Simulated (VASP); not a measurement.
# CoO (Fm-3m) in VASP: further runs

CoO is run at these levels: LDA+U; tasks: single point.

Everything below comes from runs of VASP 6.6.1. Logs are shortened: lines on timing, memory, paths and dates and some standing lists are left out, and cuts for length are marked.

### Step 1. The cell of the first run

It takes space group Fm-3m (No. 225, cubic). Conventional cell: a = 4.263 Å, b = 4.263 Å, c = 4.263 Å, α = 90.00°, β = 90.00°, γ = 90.00°. Within 2.8 Å of Co (site symmetry m-3m) lie 6 O at 2.13 Å. Within 2.8 Å of O (site symmetry m-3m) lie 6 Co at 2.13 Å.

### Step 2. Single point, LDA+U, collinear spin, ferromagnetic start

File POSCAR:

```
CoO
1.0
    0.0000000000      2.1315000000      2.1315000000
    2.1315000000      0.0000000000      2.1315000000
    2.1315000000      2.1315000000      0.0000000000
Co O
1 1
Direct
    0.0000000000      0.0000000000      0.0000000000
    0.5000000000      0.5000000000      0.5000000000
```

File INCAR.step1:

```
SYSTEM = CoO
GGA      = CA             ! functional
ISPIN    = 2              ! spin polarisation
MAGMOM   = 2 0            ! initial moments
LORBIT   = 11             ! projections on sites
LDAU     = .True.         ! DFT+U
LDAUTYPE = 2            
LDAUL    = 2 -1           ! shell
LDAUU    = 3 0            ! U, eV
LDAUJ    = 0 0          
ISMEAR   = 1              ! smearing method
SIGMA    = 0.1            ! smearing width, eV
LWAVE    = .False.        ! write WAVECAR
LCHARG   = .True.         ! write CHGCAR
NBANDS   = 30             ! bands
PREC     = Accurate       ! precision mode
LASPH    = .True.         ! aspherical terms in the spheres
LREAL    = .False.        ! projectors in reciprocal space
ALGO     = Normal         ! electronic algorithm
EDIFF    = 1E-6           ! SCF threshold, eV
NELM     = 200            ! most SCF steps
GGA_COMPAT= .False.      
ENCUT    = 460            ! plane-wave cutoff, eV
LMAXMIX  = 4              ! l up to which the mixer works
KPAR     = 2
```

File KPOINTS.step1:

```
k-points
0
Gamma
  12 12 12
```

File INCAR.step2:

```
SYSTEM = CoO
GGA      = CA             ! functional
ISPIN    = 2              ! spin polarisation
MAGMOM   = 2 0            ! initial moments
LORBIT   = 11             ! projections on sites
LDAU     = .True.         ! DFT+U
LDAUTYPE = 2            
LDAUL    = 2 -1           ! shell
LDAUU    = 3 0            ! U, eV
LDAUJ    = 0 0          
ISMEAR   = -5             ! smearing method
LWAVE    = .False.        ! write WAVECAR
LCHARG   = .False.        ! write CHGCAR
NBANDS   = 30             ! bands
PREC     = Accurate       ! precision mode
LASPH    = .True.         ! aspherical terms in the spheres
LREAL    = .False.        ! projectors in reciprocal space
ALGO     = Normal         ! electronic algorithm
EDIFF    = 1E-6           ! SCF threshold, eV
NELM     = 200            ! most SCF steps
GGA_COMPAT= .False.      
ENCUT    = 460            ! plane-wave cutoff, eV
LMAXMIX  = 4              ! l up to which the mixer works
NEDOS    = 2001           ! points of the DOS
EMIN     = -9.8577      
EMAX     = 15.1423      
ICHARG   = 11             ! starting density
KPAR     = 2
```

File KPOINTS.step2:

```
Automatic mesh
0
Gamma
  15 15 15
  0 0 0
```

Potentials or basis: VASP PAW LDA potentials, release 64 (Co, O).

Launch:

```
$ cat potpaw_LDA.64/Co/POTCAR potpaw_LDA.64/O/POTCAR > POTCAR
$ cp INCAR.step1 INCAR
$ cp KPOINTS.step1 KPOINTS
$ mpirun -np 2 vasp_std > vasp.out
$ cp INCAR.step2 INCAR
$ cp KPOINTS.step2 KPOINTS
$ mpirun -np 2 vasp_std > vasp.out
```

OUTCAR:

```text
SYSTEM = CoO
   GGA = CA
   ISPIN = 2
   LORBIT = 11
   ISMEAR = -5
   PREC = Accurate
   LASPH = .True.
   LREAL = .False.
   EDIFF = 1E-6
   NELM = 200
   ENCUT = 460
   EMIN = -9.8577
   ICHARG = 11

 Found    120 irreducible k-points:

 Following reciprocal coordinates:
            Coordinates               Weight
  0.000000  0.000000  0.000000      1.000000
  0.066667  0.000000  0.000000      8.000000
  0.133333  0.000000  0.000000      8.000000
  0.200000  0.000000  0.000000      8.000000
  0.266667  0.000000  0.000000      8.000000
  0.333333  0.000000  0.000000      8.000000
   k-points           NKPTS =    120   k-points in BZ     NKDIM =    120   number of bands    NBANDS=     30
   number of dos      NEDOS =   2001   number of ions     NIONS =      2
   total plane-waves  NPLWV =  13824
   dimension x,y,z NGX =    24 NGY =   24 NGZ =   24
   dimension x,y,z NGXF=    48 NGYF=   48 NGZF=   48
   ions per type =               1   1
   NGX,Y,Z   is equivalent  to a cutoff of  13.24, 13.24, 13.24 a.u.
   NGXF,Y,Z  is equivalent  to a cutoff of  26.47, 26.47, 26.47 a.u.
 SYSTEM =  CoO
   PREC   = accura    normal or accurate (medium, high low for compatibility)
   ISTART =      0    job   : 0-new  1-cont  2-samecut
   ICHARG =     11    charge: 1-file 2-atom 10-const
   ISPIN  =      2    spin polarized calculation?
   LNONCOLLINEAR =      F non collinear calculations
   LSORBIT =      F    spin-orbit coupling
   LASPH  =      T    aspherical Exc in radial PAW
   ENCUT  =  460.0 eV  33.81 Ry    5.81 a.u.   5.27  5.27  5.27*2*pi/ulx,y,z
   NELM   =    200;   NELMIN=  2; NELMDL=  0     # of ELM steps
   EDIFF  = 0.1E-05   stopping-criterion for ELM
   LREAL  =      F    real-space projection
   EDIFFG = 0.1E-04   stopping-criterion for IOM
   NSW    =      0    number of steps for IOM
   IBRION =     -1    ionic relax: 0-MD 1-quasi-New 2-CG
   NFREE  =      0    steps in history (QN), initial steepest desc. (CG)
   ISIF   =      2    stress and relaxation
   ISYM   =      2    0-nonsym 1-usesym 2-fastsym
   POTIM  = 0.5000    time-step for ionic-motion
   TEBEG  =    0.0;   TEEND  =   0.0 temperature during run

   SCALEE = 1.0000    scale energy and forces
   PSTRESS=    0.0 pullay stress
   NELECT =      15.0000    total number of electrons
   NUPDOWN=      -1.0000    fix difference up-down
   EMIN   =  -9.86;   EMAX   = 15.14  energy-range for DOS
   EFERMI =   0.00;   METHOD = LEGACY
   ISMEAR =    -5;   SIGMA  =   0.20  broadening in eV -4-tet -1-fermi 0-gaus
   EFERMI_NEDOS =   21; number of points for ismear=-14 and -15
   IALGO  =     38    algorithm
   IMIX   =      4    mixing-type and parameters
     AMIX     =   0.40;   BMIX     =  1.00
     AMIX_MAG =   1.60;   BMIX_MAG =  1.00
  volume/ion in A,a.u.               =       9.68        65.35
  Fermi-wavevector in a.u.,A,eV,Ry     =   1.503407  2.841027 30.752334  2.260233
  Thomas-Fermi vector in A             =   2.614521
   LORBIT       =     11    0 simple, 1 ext, 2 COOP (PROOUT), +10 PAW based schemes
 LDA+U is selected, type is set to LDAUTYPE =  2
   angular momentum for each species LDAUL =     2   -1
   U (eV)           for each species LDAUU =   3.0  0.0
   J (eV)           for each species LDAUJ =   0.0  0.0
   GGA     = CA    functional components
   LHFCALC =     F    Hartree Fock is set to
   AEXX    =    0.0000 exact exchange contribution
   IVDW    =     0    specifies the selected vdW correction
   LEPSILON=     F    determine dielectric tensor
   LRPA    =     F    only Hartree local field effects (RPA)

   CSHIFT  =0.1000    complex shift for real part using Kramers Kronig

   OMEGAMAX=  -1.0    maximum frequency
 spin polarized calculation
 Fermi weights with tetrahedron method with Bloechl corrections
  energy-cutoff  :      460.00
  volume of cell :       19.37
 maximum number of plane-waves:       445
 NGX is ok and might be reduce to    24

 number of electron      15.0000007 magnetization       3.0011387

 Free energy of the ion-electron system (eV)
  ---------------------------------------------------
  ext. energy  EPLUGINS =         0.00000000
  ---------------------------------------------------
  free energy    TOTEN  =       -12.95979681 eV

  energy without entropy =      -12.95979681  energy(sigma->0) =      -12.95979681

 E-fermi :   7.1330     XC(G=0): -12.8625

 val. band max:        7.1495112237   @ k =  -0.2000   0.2667   0.0667
 cond. band min:       7.1362986713   @ k =  -0.4667   0.3333   0.0000
 fundamental gap:     -0.0132125524
 Fermi energy:         7.1329718413

 spin component 1

 k-point     1 :       0.0000    0.0000    0.0000
  band No.  band energies     occupation
      1     -12.2488      1.00000
      2       2.8071      1.00000
      3       2.8071      1.00000
      4       3.0808      1.00000
      5       3.0808      1.00000
      6       3.0808      1.00000
[... 11 lines left out ...]
     18      30.9356      0.00000
     19      30.9356      0.00000

 k-point     2 :       0.0667    0.0000    0.0000
  band No.  band energies     occupation
      1     -12.2012      1.00000
      2       2.6301      1.00000
      3       2.6301      1.00000
      4       2.9475      1.00000
      5       3.0920      1.00000
      6       3.0920      1.00000
[... 11 lines left out ...]
     18      31.8605      0.00000
     19      31.8605      0.00000

 k-point     3 :       0.1333    0.0000    0.0000
  band No.  band energies     occupation
      1     -12.0609      1.00000
      2       2.2308      1.00000
      3       2.2309      1.00000
      4       2.4653      1.00000
      5       3.1643      1.00000
      6       3.1643      1.00000
[... 11 lines left out ...]
     18      33.4947      0.00000
     19      33.4947      0.00000

 k-point     4 :       0.2000    0.0000    0.0000
  band No.  band energies     occupation
      1     -11.8453      1.00000
      2       1.6879      1.00000
      3       1.7943      1.00000
      4       1.7943      1.00000
      5       3.2841      1.00000
      6       3.2842      1.00000
[... 11 lines left out ...]
     18      35.1348      0.00000
     19      35.1348      0.00000

 k-point     5 :       0.2667    0.0000    0.0000
  band No.  band energies     occupation
      1     -11.5815      1.00000
      2       0.8430      1.00000
      3       1.4004      1.00000
      4       1.4004      1.00000
      5       3.4271      1.00000
      6       3.4271      1.00000
[... 11 lines left out ...]
     18      36.2977      0.00000
     19      36.2977      0.00000

 k-point     6 :       0.3333    0.0000    0.0000
  band No.  band energies     occupation
      1     -11.3105      1.00000
      2       0.0866      1.00000
      3       1.0840      1.00000
      4       1.0840      1.00000
      5       3.5676      1.00000
      6       3.5676      1.00000
[... 11 lines left out ...]
     18      36.4518      0.00000
     19      36.4518      0.00000

 [... further k-points ...]

 spin component 2

 k-point     1 :       0.0000    0.0000    0.0000
  band No.  band energies     occupation
      1     -11.7652      1.00000
      2       5.0920      1.00000
      3       5.0920      1.00000
      4       5.0920      1.00000
      5       5.9995      1.00000
      6       5.9995      1.00000
[... 11 lines left out ...]
     18      33.8770      0.00000
     19      33.8770      0.00000

 k-point     2 :       0.0667    0.0000    0.0000
  band No.  band energies     occupation
      1     -11.7168      1.00000
      2       4.6239      1.00000
      3       4.9262      1.00000
      4       4.9262      1.00000
      5       6.0774      1.00000
      6       6.0774      1.00000
[... 11 lines left out ...]
     18      34.5674      0.00000
     19      34.5675      0.00000

 k-point     3 :       0.1333    0.0000    0.0000
  band No.  band energies     occupation
      1     -11.5740      1.00000
      2       3.7083      1.00000
      3       4.5642      1.00000
      4       4.5642      1.00000
      5       6.2358      1.00000
      6       6.2358      1.00000
[... 11 lines left out ...]
     18      36.0357      0.00000
     19      36.0357      0.00000

 k-point     4 :       0.2000    0.0000    0.0000
  band No.  band energies     occupation
      1     -11.3545      1.00000
      2       2.6984      1.00000
      3       4.1581      1.00000
      4       4.1581      1.00000
      5       6.4189      1.00000
      6       6.4189      1.00000
[... 11 lines left out ...]
     18      37.4925      0.00000
     19      37.4925      0.00000

 k-point     5 :       0.2667    0.0000    0.0000
  band No.  band energies     occupation
      1     -11.0856      1.00000
      2       1.7374      1.00000
      3       3.7834      1.00000
      4       3.7834      1.00000
      5       6.6104      1.00000
      6       6.6104      1.00000
[... 11 lines left out ...]
     18      38.1167      0.00000
     19      38.1167      0.00000

 k-point     6 :       0.3333    0.0000    0.0000
  band No.  band energies     occupation
      1     -10.8089      1.00000
      2       0.9157      1.00000
      3       3.4788      1.00000
      4       3.4788      1.00000
      5       6.7899      1.00000
      6       6.7899      1.00000
[... 11 lines left out ...]
     18      37.6124      0.00000
     19      37.6124      0.00000

 [... further k-points ...]

 [bands above 19 left out]

------------------------ aborting loop because EDIFF is reached ----------------------------------------

  FORCE on cell =-STRESS in cart. coord.  units (eV):
  Direction    XX          YY          ZZ          XY          YZ          ZX
  --------------------------------------------------------------------------------------
  -------------------------------------------------------------------------------------
  Total       -2.4227041     -2.4227041     -2.4227041     -0.0000000     -0.0000000     -0.0000000
  in kB     -200.4125642   -200.4125642   -200.4125642     -0.0000000     -0.0000000     -0.0000000
  external PRESSURE =    -200.4125642 kB  Pullay stress =       0.0000000 kB

 VOLUME and BASIS-vectors are now :
 -----------------------------------------------------------------------------
  energy-cutoff  :      460.00
  volume of cell :       19.37
      direct lattice vectors                 reciprocal lattice vectors
     0.000000000  2.131500000  2.131500000    -0.234576589  0.234576589  0.234576589
     2.131500000  0.000000000  2.131500000     0.234576589 -0.234576589  0.234576589
     2.131500000  2.131500000  0.000000000     0.234576589  0.234576589 -0.234576589

 POSITION                                       TOTAL-FORCE (eV/Angst)
 -----------------------------------------------------------------------------------
      0.00000      0.00000      0.00000         0.000000      0.000000      0.000000
      2.13150      2.13150      2.13150        -0.000000     -0.000000     -0.000000
 -----------------------------------------------------------------------------------
    total drift:                                0.000000     -0.000000     -0.000000

  FREE ENERGIE OF THE ION-ELECTRON SYSTEM (eV)
  ---------------------------------------------------
  free  energy   TOTEN  =       -12.9597968136 eV

  energy  without entropy=      -12.9597968136  energy(sigma->0) =      -12.95979681

 total charge

# of ion       s       p       d       tot
------------------------------------------
    1        0.301   0.366   7.159   7.826
    2        1.547   3.416   0.000   4.962
--------------------------------------------------
tot          1.848   3.781   7.159  12.788

 magnetization (x)

# of ion       s       p       d       tot
------------------------------------------
    1        0.019   0.018   2.648   2.685
    2        0.025   0.259   0.000   0.284
--------------------------------------------------
tot          0.044   0.277   2.648   2.969
```

It took 61 s on 2 MPI ranks of Intel Xeon Platinum 8259CL at 2.50GHz (Skylake/Cascade Lake), shared host; peak memory 0.18 GiB.

What came out:

```yaml
Net_moment: 3.00 μB per cell
Site_moments: Co +2.69; O +0.28 μB
Valence_electrons_inside_the_program's_atomic_spheres: Co 7.83; O 4.96
Density_of_states_at_the_Fermi_level: 1.83 states/eV/atom
```

Levels at points of the mesh, in eV from the Fermi level:
Spin up:
| k point | band 5 | band 6 | band 7 | band 8 | band 9 | band 10 | band 11 | band 12 | band 13 | band 14 |
| --- | --- | --- | --- | --- | --- | --- | --- | --- | --- | --- |
| (0.00, 0.00, 0.00) | -4.05 | -4.05 | -2.58 | -2.58 | -2.58 | 1.46 | 17.10 | 17.54 | 17.54 | 17.54 |
Spin down:
| k point | band 2 | band 3 | band 4 | band 5 | band 6 | band 7 | band 8 | band 9 | band 10 | band 11 |
| --- | --- | --- | --- | --- | --- | --- | --- | --- | --- | --- |
| (0.00, 0.00, 0.00) | -2.04 | -2.04 | -2.04 | -1.13 | -1.13 | -1.13 | 0.99 | 0.99 | 1.99 | 17.17 |

Caveat: the cutoff is under 1.25 times the usual one of these potentials, so pressure, stress and relaxed cells hold a basis-set (Pulay) error; a cell with one magnetic atom can't hold antiferromagnetic order, which such compounds often take; tetrahedron occupations give inexact forces and stress in metals. The state reached can hang on the start; a lower one may exist.

### Step 3. Single point, LDA+U, collinear spin, ferromagnetic start

POSCAR is that of step 2.

Edit INCAR.step1 of step 2 so:

```diff
@@ -22,3 +22,3 @@
 GGA_COMPAT= .False.      
-ENCUT    = 460            ! plane-wave cutoff, eV
+ENCUT    = 640            ! plane-wave cutoff, eV
 LMAXMIX  = 4              ! l up to which the mixer works
```

KPOINTS.step1 is that of step 2.

Edit INCAR.step2 of step 2 so:

```diff
@@ -21,7 +21,7 @@
 GGA_COMPAT= .False.      
-ENCUT    = 460            ! plane-wave cutoff, eV
+ENCUT    = 640            ! plane-wave cutoff, eV
 LMAXMIX  = 4              ! l up to which the mixer works
-NEDOS    = 2001           ! points of the DOS
-EMIN     = -9.8577      
-EMAX     = 15.1423      
+NEDOS    = 4001           ! points of the DOS
+EMIN     = -9.8599      
+EMAX     = 15.1401      
 ICHARG   = 11             ! starting density
```

File KPOINTS.step2:

```
Automatic mesh
0
Gamma
  32 32 32
  0 0 0
```

Potentials or basis: VASP PAW LDA potentials, release 64 (Co, O).

Launch:

```
$ cat potpaw_LDA.64/Co/POTCAR potpaw_LDA.64/O/POTCAR > POTCAR
$ cp INCAR.step1 INCAR
$ cp KPOINTS.step1 KPOINTS
$ mpirun -np 2 vasp_std > vasp.out
$ cp INCAR.step2 INCAR
$ cp KPOINTS.step2 KPOINTS
$ mpirun -np 2 vasp_std > vasp.out
```

Wall time 9.4 min (2 MPI ranks of Intel Xeon Platinum 8259CL at 2.50GHz (Skylake/Cascade Lake), shared host); peak memory 0.94 GiB.

The run converged. Its results:

| Quantity | Value |
| --- | --- |
| Net moment | 3.00 μB per cell |
| Site moments | Co +2.69; O +0.28 μB |
| Valence electrons inside the program's atomic spheres | Co 7.83; O 4.95 |
| Density of states at the Fermi level | 1.84 states/eV/atom |

Levels at points of the mesh, in eV from the Fermi level:
Spin up:
```
           k point  band 7  band 8  band 9  band 10  band 11  band 12
(0.00, 0.00, 0.00)   -2.59   -2.59   -2.59     1.45    17.10    17.53
(0.50, 0.00, 0.00)   -2.56   -0.12   -0.12     5.39     9.62    13.62
(0.50, 0.50, 0.00)   -3.39   -3.11   -3.11     6.10    10.15    11.24
```
Spin down:
| k point | band 2 | band 3 | band 4 | band 5 | band 6 | band 7 | band 8 | band 9 | band 10 | band 11 |
| --- | --- | --- | --- | --- | --- | --- | --- | --- | --- | --- |
| (0.00, 0.00, 0.00) | -2.05 | -2.05 | -2.05 | -1.14 | -1.14 | -1.14 | 0.99 | 0.99 | 1.99 | 17.17 |
| (0.50, 0.00, 0.00) | -7.19 | -3.99 | -3.99 | -0.12 | -0.12 | 0.20 | 3.51 | 3.51 | 5.75 | 10.40 |
| (0.50, 0.50, 0.00) | -5.91 | -3.32 | -3.32 | -2.22 | 0.07 | 0.07 | 1.46 | 1.92 | 6.90 | 10.64 |

Caveat: a cell with one magnetic atom can't hold antiferromagnetic order, which such compounds often take; tetrahedron occupations give inexact forces and stress in metals.
